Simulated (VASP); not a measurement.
Input of a VASP 6.6.1 run:

INCAR

```
  PREC = Accurate
  ENCUT = 500
  EDIFF = 1E-6
  ISMEAR = 0
  SIGMA = 0.15
  LREAL = False
  LASPH = True
  NELM = 200
  ALGO = Normal
  ISIF = 2
  LWAVE = False
  LCHARG = False
  ISPIN = 2
  MAGMOM = 0 0 0.375
  LORBIT = 11
  NUPDOWN = 0.375
  LMAXMIX = 4
  GGA = PE
  NBANDS = 22
  GGA_COMPAT = False
```

The input KPOINTS:

```
Automatic mesh
0
Gamma
  12 12 8
```

Contents of POSCAR:

```
Te2Pt
1.0
    3.9717110281      0.0000000000      0.0000000000
   -1.9858555140      3.4396026469      0.0000000000
    0.0000000000      0.0000000000      5.2344217783
Te Pt
2 1
Direct
    0.3333333333      0.6666666667      0.2528728645
    0.6666666667      0.3333333333      0.7471271355
    0.0000000000      0.0000000000      0.0000000000
```

Potentials or basis: VASP PAW PBE potentials, release 64 (Te, Pt).

Command:

```sh
$ cat potpaw_PBE.64/Te/POTCAR potpaw_PBE.64/Pt/POTCAR > POTCAR
$ mpirun -np 1 vasp_std > vasp.out
```

(1) Estimate the pressure.

(2) Predict the largest force.

Results:

(1) 9.9 GPa.

(2) 1.005 eV/Å.

Caveat: the cell stands under pressure; the total moment is fixed, so each spin has its own Fermi level and the state may be an excited one; forces of over 1 eV/Å act on the atoms, so gaps and moduli don't describe the material at rest.
